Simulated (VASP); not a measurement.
# P (Cmce) in VASP: settings compared

Aim: see how the results for P move with the level of theory and the settings. Levels: r2SCANh, PBEsol-based global hybrid with 25 % exact exchange. Tasks: single point.

Program: VASP 6.6.1. These are calculated values, not measurements. Logs are shortened: lines on timing, memory, paths and dates and some standing lists are left out, and cuts for length are marked.

### 1 The cell of the first run

The structure is orthorhombic, space group Cmce (No. 64). The conventional cell has a = 3.295 Å, b = 10.930 Å, c = 4.544 Å, α = 90.00°, β = 90.00°, γ = 90.00°. P (site symmetry m) has 3 P at 2.20 to 2.25 Å within 2.9 Å.

### 2 Single point, r2SCANh

The input, POSCAR:

```
P
1.0
    1.6477431241     -5.4650377251      0.0000000000
    1.6477431241      5.4650377251      0.0000000000
    0.0000000000      0.0000000000      4.5436355900
P
4
Direct
    0.9041431300      0.0958568700      0.5888151700
    0.0958568700      0.9041431300      0.4111848300
    0.5958568700      0.4041431300      0.0888151700
    0.4041431300      0.5958568700      0.9111848300
```

The input, INCAR.step1:

```
ALGO = Normal
EDIFF = 1E-5
ENCUT = 520
GGA = PE
ISIF = 2
ISMEAR = -1
LASPH = True
LREAL = False
LWAVE = True
NBANDS = 18
NELM = 60
PREC = Accurate
SIGMA = 0.05
```

The input, INCAR.step2:

```
AEXX = 0.1
ALGO = Normal
EDIFF = 1E-7
ENCUT = 520
ISIF = 2
ISMEAR = -1
ISTART = 1
LASPH = True
LCHARG = True
LELF = True
LHFCALC = True
LMIXTAU = True
LREAL = False
LVHAR = True
LWAVE = False
METAGGA = R2SCAN
NBANDS = 18
NELM = 60
PREC = Accurate
PRECFOCK = Normal
SIGMA = 0.05
```

The input, KPOINTS:

```
k-points
0
Gamma
  4 4 3
```

Potentials or basis: VASP PAW PBE potentials, release 64 (P).

The run is started by

```sh
cat potpaw_PBE.64/P/POTCAR > POTCAR
cp INCAR.step1 INCAR
mpirun -np 1 vasp_std > vasp.out
cp INCAR.step2 INCAR
mpirun -np 1 vasp_std > vasp.out
```

OUTCAR:

```text
AEXX = 0.1
   EDIFF = 1E-7
   ENCUT = 520
   ISIF = 2
   ISMEAR = -1
   ISTART = 1
   LASPH = True
   LHFCALC = True
   LREAL = False
   METAGGA = R2SCAN
   NELM = 60
   PREC = Accurate
   PRECFOCK = Normal

 ion  position               nearest neighbor table
   1  0.904  0.096  0.589-   4 2.20   4 2.20   2 2.25
   2  0.096  0.904  0.411-   3 2.20   3 2.20   1 2.25
   3  0.596  0.404  0.089-   2 2.20   2 2.20   4 2.25
   4  0.404  0.596  0.911-   1 2.20   1 2.20   3 2.25

  LATTYP: Found a base centered orthorhombic cell.
 ALAT       =     3.2954862482
 B/A-ratio  =     3.3166806435
 C/A-ratio  =     1.3787451222

  Lattice vectors:

 A1 = (   1.6477431241,  -5.4650377251,   0.0000000000)
 A2 = (   1.6477431241,   5.4650377251,   0.0000000000)
 A3 = (   0.0000000000,   0.0000000000,   4.5436355900)

Analysis of symmetry for initial positions (statically):
=====================================================================
 Subroutine PRICEL returns:
 Original cell was already a primitive cell.

 Routine SETGRP: Setting up the symmetry group for a
 base centered orthorhombic supercell.

 Subroutine GETGRP returns: Found  8 space group operations
 (whereof  4 operations were pure point group operations)
 out of a pool of  8 trial point group operations.

The static configuration has the point symmetry C_2h.
 The point group associated with its full space group is D_2h.

Analysis of symmetry for dynamics (positions and initial velocities):
=====================================================================
 Subroutine PRICEL returns:
 Original cell was already a primitive cell.

 Routine SETGRP: Setting up the symmetry group for a
 base centered orthorhombic supercell.

 Subroutine GETGRP returns: Found  8 space group operations
 (whereof  4 operations were pure point group operations)
 out of a pool of  8 trial point group operations.

The dynamic configuration has the point symmetry C_2h.
 The point group associated with its full space group is D_2h.

 Subroutine INISYM returns: Found  8 space group operations
 (whereof  4 operations are pure point group operations),
 and found     1 'primitive' translations

----------------------------------------------------------------------------------------

                                     Primitive cell

  volume of cell :      81.8307

  direct lattice vectors                    reciprocal lattice vectors
     1.647743124 -5.465037725  0.000000000     0.303445357 -0.091490677  0.000000000
     1.647743124  5.465037725  0.000000000     0.303445357  0.091490677  0.000000000
     0.000000000  0.000000000  4.543635590     0.000000000  0.000000000  0.220088073

  length of vectors
     5.708037731  5.708037731  4.543635590     0.316937894  0.316937894  0.220088073

  position of ions in fractional coordinates (direct lattice)
     0.904143130  0.095856870  0.588815170
     0.095856870  0.904143130  0.411184830
     0.595856870  0.404143130  0.088815170
     0.404143130  0.595856870  0.911184830

  ion indices of the primitive-cell ions
   primitive index   ion index
                 1           1
                 2           2
                 3           3
                 4           4

----------------------------------------------------------------------------------------

 KPOINTS: k-points

Automatic generation of k-mesh.
 Grid dimensions read from file:
 generate k-points for:    4    4    3

 Generating k-lattice:

  Cartesian coordinates                     Fractional coordinates (reciprocal lattice)
     0.075861339 -0.022872669  0.000000000     0.250000000 -0.000000000  0.000000000
     0.075861339  0.022872669  0.000000000    -0.000000000  0.250000000  0.000000000
     0.000000000  0.000000000  0.073362691     0.000000000  0.000000000  0.333333333

  Length of vectors
     0.079234473  0.079234473  0.073362691

  Shift w.r.t. Gamma in fractional coordinates (k-lattice)
     0.000000000  0.000000000  0.000000000

 Subroutine IBZKPT returns following result:
 ===========================================

 Found     14 irreducible k-points:

 Following reciprocal coordinates:
            Coordinates               Weight
  0.000000  0.000000  0.000000      1.000000
  0.250000  0.000000  0.000000      4.000000
  0.500000  0.000000  0.000000      2.000000
  0.250000  0.250000  0.000000      2.000000
  0.500000  0.250000  0.000000      4.000000
 -0.250000  0.250000  0.000000      2.000000
  0.500000  0.500000  0.000000      1.000000
  0.000000  0.000000  0.333333      2.000000
  0.250000  0.000000  0.333333      8.000000
  0.500000  0.000000  0.333333      4.000000
  0.250000  0.250000  0.333333      4.000000
  0.500000  0.250000  0.333333      8.000000
 -0.250000  0.250000  0.333333      4.000000
  0.500000  0.500000  0.333333      2.000000
   k-points           NKPTS =     14   k-points in BZ     NKDIM =     48   number of bands    NBANDS=     18
   number of dos      NEDOS =    301   number of ions     NIONS =      4
   total plane-waves  NPLWV =  63504
   dimension x,y,z NGX =    42 NGY =   42 NGZ =   36
   dimension x,y,z NGXF=    84 NGYF=   84 NGZF=   72
   ions per type =               4
   NGX,Y,Z   is equivalent  to a cutoff of  12.23, 12.23, 13.17 a.u.
   NGXF,Y,Z  is equivalent  to a cutoff of  24.46, 24.46, 26.34 a.u.
 SYSTEM =  unknown system
   PREC   = accura    normal or accurate (medium, high low for compatibility)
   ISTART =      1    job   : 0-new  1-cont  2-samecut
   ICHARG =      0    charge: 1-file 2-atom 10-const
   ISPIN  =      1    spin polarized calculation?
   LNONCOLLINEAR =      F non collinear calculations
   LSORBIT =      F    spin-orbit coupling
   LASPH  =      T    aspherical Exc in radial PAW
   ENCUT  =  520.0 eV  38.22 Ry    6.18 a.u.  10.61 10.61  8.45*2*pi/ulx,y,z
   NELM   =     60;   NELMIN=  2; NELMDL=  0     # of ELM steps
   EDIFF  = 0.1E-06   stopping-criterion for ELM
   LREAL  =      F    real-space projection
   EDIFFG = 0.1E-05   stopping-criterion for IOM
   NSW    =      0    number of steps for IOM
   IBRION =     -1    ionic relax: 0-MD 1-quasi-New 2-CG
   NFREE  =      0    steps in history (QN), initial steepest desc. (CG)
   ISIF   =      2    stress and relaxation
   ISYM   =      3    0-nonsym 1-usesym 2-fastsym
   POTIM  = 0.5000    time-step for ionic-motion
   TEBEG  =    0.0;   TEEND  =   0.0 temperature during run
   PSTRESS=    0.0 pullay stress
   NELECT =      20.0000    total number of electrons
   NUPDOWN=      -1.0000    fix difference up-down
   EMIN   =  10.00;   EMAX   =-10.00  energy-range for DOS
   EFERMI =   0.00;   METHOD = LEGACY
   ISMEAR =    -1;   SIGMA  =   0.05  broadening in eV -4-tet -1-fermi 0-gaus
   EFERMI_NEDOS =   21; number of points for ismear=-14 and -15
   IALGO  =     38    algorithm
   IMIX   =      1    mixing-type and parameters
     AMIX     =   0.40;   BMIX     =  1.00
     AMIX_MAG =   1.60;   BMIX_MAG =  1.00
  volume/ion in A,a.u.               =      20.46       138.06
  Fermi-wavevector in a.u.,A,eV,Ry     =   1.023559  1.934246 14.254450  1.047673
  Thomas-Fermi vector in A             =   2.157299
   LORBIT       =      0    0 simple, 1 ext, 2 COOP (PROOUT), +10 PAW based schemes
   METAGGA = R2SCAN    functional components
   LHFCALC =     T    Hartree Fock is set to
   PRECFOCK=normal    Normal, Fast or Accurate (Low or Medium for compatibility)
   ENCUT4O =  -1.0   cutoff for four orbital integrals eV
   NKREDX  =     1    reduce k-point grid by
   NKREDY  =     1    reduce k-point grid by
   NKREDZ  =     1    reduce k-point grid by
   AEXX    =    0.1000 exact exchange contribution
   HFSCREEN=    0.0000 screening length (either q_TF or 0.3 A-1)
   HFSCREENC=   0.0000 screening length for correlation (either q_TF or 0.3 A-1)
   ENCUTFOCK=  -1.0 apply spherical cutoff to Coloumb kernel
   IVDW    =     0    specifies the selected vdW correction
   LEPSILON=     F    determine dielectric tensor
   LRPA    =     F    only Hartree local field effects (RPA)
 non-spin polarized calculation
  energy-cutoff  :      520.00
  volume of cell :       81.83
 maximum number of plane-waves:      2223
  NGX = 32; NGY = 32; NGZ = 28

 number of electron      20.0000004 magnetization

 Free energy of the ion-electron system (eV)
  ---------------------------------------------------
  ext. energy  EPLUGINS =         0.00000000
  ---------------------------------------------------
  free energy    TOTEN  =       -37.02460772 eV

  energy without entropy =      -37.02458573  energy(sigma->0) =      -37.02459673

 E-fermi :   5.9186     XC(G=0):  -9.0001

 val. band max:        5.5500558972   @ k =   0.5000   0.5000   0.0000
 cond. band min:       6.2873158773   @ k =   0.5000   0.5000   0.0000
 fundamental gap:      0.7372599801
 Fermi energy:         5.9185735434

 k-point     1 :       0.0000    0.0000    0.0000
  band No.  band energies     occupation
      1     -11.6422      2.00000
      2      -8.6623      2.00000
      3      -5.0881      2.00000
      4      -1.8058      2.00000
      5       0.2375      2.00000
      6       0.2420      2.00000
[... 10 lines left out ...]
     17      13.5280      0.00000
     18      13.9679      0.00000

 k-point     2 :       0.2500    0.0000    0.0000
  band No.  band energies     occupation
      1     -10.8170      2.00000
      2      -7.8664      2.00000
      3      -5.7418      2.00000
      4      -1.8048      2.00000
      5      -1.1164      2.00000
      6      -0.9510      2.00000
[... 10 lines left out ...]
     17      12.0467      0.00000
     18      13.3213      0.00000

 k-point     3 :       0.5000    0.0000    0.0000
  band No.  band energies     occupation
      1      -8.4904      2.00000
      2      -8.4904      2.00000
      3      -5.4970      2.00000
      4      -5.4970      2.00000
      5      -0.5261      2.00000
      6      -0.5261      2.00000
[... 10 lines left out ...]
     17      12.9072      0.00000
     18      12.9072      0.00000

 k-point     4 :       0.2500    0.2500    0.0000
  band No.  band energies     occupation
      1      -8.5450      2.00000
      2      -8.4317      2.00000
      3      -5.6527      2.00000
      4      -5.3392      2.00000
      5      -0.5781      2.00000
      6      -0.4825      2.00000
[... 10 lines left out ...]
     17      12.8085      0.00000
     18      13.3913      0.00000

 k-point     5 :       0.5000    0.2500    0.0000
  band No.  band energies     occupation
      1     -10.7210      2.00000
      2      -8.1016      2.00000
      3      -5.7472      2.00000
      4      -1.6905      2.00000
      5      -0.9670      2.00000
      6      -0.6918      2.00000
[... 10 lines left out ...]
     17      11.9537      0.00000
     18      12.3611      0.00000

 k-point     6 :      -0.2500    0.2500    0.0000
  band No.  band energies     occupation
      1     -11.5752      2.00000
      2      -8.8303      2.00000
      3      -5.0439      2.00000
      4      -1.5309      2.00000
      5      -0.0957      2.00000
      6      -0.0064      2.00000
[... 97 lines left out ...]
 k-point    11 :       0.2500    0.2500    0.3333
  band No.  band energies     occupation
      1      -8.2328      2.00000
      2      -8.1651      2.00000
      3      -5.8348      2.00000
      4      -5.7179      2.00000
      5      -0.9581      2.00000
      6      -0.5937      2.00000
[... 10 lines left out ...]
     17      11.7732      0.00000
     18      13.3100      0.00000

 k-point    12 :       0.5000    0.2500    0.3333
  band No.  band energies     occupation
      1     -10.1647      2.00000
      2      -8.8530      2.00000
      3      -5.1581      2.00000
      4      -3.3740      2.00000
      5      -1.5270      2.00000
      6      -0.6804      2.00000
[... 10 lines left out ...]
     17      12.2074      0.00000
     18      12.6635      0.00000

 k-point    13 :      -0.2500    0.2500    0.3333
  band No.  band energies     occupation
      1     -10.9903      2.00000
      2      -9.5979      2.00000
      3      -4.9700      2.00000
      4      -3.2962      2.00000
      5       0.5870      2.00000
      6       1.4643      2.00000
[... 10 lines left out ...]
     17      12.7438      0.00000
     18      12.9848      0.00000

 k-point    14 :       0.5000    0.5000    0.3333
  band No.  band energies     occupation
      1     -10.9310      2.00000
      2      -9.6270      2.00000
      3      -5.1451      2.00000
      4      -3.5472      2.00000
      5       1.4289      2.00000
      6       1.5694      2.00000
[... 10 lines left out ...]
     17      12.5738      0.00000
     18      12.6518      0.00000

------------------------ aborting loop because EDIFF is reached ----------------------------------------

  FORCE on cell =-STRESS in cart. coord.  units (eV):
  Direction    XX          YY          ZZ          XY          YZ          ZX
  --------------------------------------------------------------------------------------
  -------------------------------------------------------------------------------------
  Total        0.4453016     -0.6349350     -0.5543061      0.0000000     -0.0000000      0.0000000
  in kB        8.7186386    -12.4315039    -10.8528574      0.0000000     -0.0000000      0.0000000
  external PRESSURE =      -4.8552409 kB  Pullay stress =       0.0000000 kB

 VOLUME and BASIS-vectors are now :
 -----------------------------------------------------------------------------
  energy-cutoff  :      520.00
  volume of cell :       81.83
      direct lattice vectors                 reciprocal lattice vectors
     1.647743124 -5.465037725  0.000000000     0.303445357 -0.091490677  0.000000000
     1.647743124  5.465037725  0.000000000     0.303445357  0.091490677  0.000000000
     0.000000000  0.000000000  4.543635590     0.000000000  0.000000000  0.220088073

 POSITION                                       TOTAL-FORCE (eV/Angst)
 -----------------------------------------------------------------------------------
      1.64774     -4.41731      2.67536         0.000000     -0.160589      0.048478
      1.64774      4.41731      1.86827         0.000000      0.160589     -0.048478
      1.64774     -1.04772      0.40354         0.000000      0.160589      0.048478
      1.64774      1.04772      4.14009         0.000000     -0.160589     -0.048478
 -----------------------------------------------------------------------------------
    total drift:                               -0.000000      0.000000     -0.000000

  FREE ENERGIE OF THE ION-ELECTRON SYSTEM (eV)
  ---------------------------------------------------
  free  energy   TOTEN  =       -37.0246077231 eV

  energy  without entropy=      -37.0245857287  energy(sigma->0) =      -37.02459673
```

Wall time 13 min (1 thread of Intel Xeon 6975P-C (Granite Rapids), shared host); peak memory 0.27 GiB.

What came out:

* Free energy: -37.0246 eV
* Pressure: -0.5 GPa
* Largest force: 0.168 eV/Å
* Band gap on the k mesh: 0.74 eV

Forces on the atoms (eV/Å):
```
P    0.000 -0.161  0.048
P    0.000  0.161 -0.048
P    0.000  0.161  0.048
P    0.000 -0.161 -0.048
```

Stress tensor (GPa, compression positive):
```
 0.87  0.00  0.00
 0.00 -1.24  0.00
 0.00  0.00 -1.09
```

Levels at points of the mesh, in eV from the valence-band top:
```csv
k point,band 6,band 7,band 8,band 9,band 10,band 11,band 12,band 13,band 14,band 15
"(0.00, 0.00, 0.00)",-5.31,-4.47,-3.02,-2.85,-1.34,1.19,1.79,2.73,3.62,6.42
"(0.50, 0.00, 0.00)",-6.08,-3.72,-3.72,-2.84,-2.84,1.37,1.37,2.18,2.18,4.17
"(0.50, 0.50, 0.00)",-5.93,-4.58,-2.68,-1.73,0.00,0.74,1.53,2.97,3.50,6.03
```

Caveat: the k points lie up to 0.50 Å⁻¹ apart; the PAW data sets were made with another functional, which shifts forces and pressure a little. A k mesh can miss the band edges.

(Continued in part 2 of 2.)
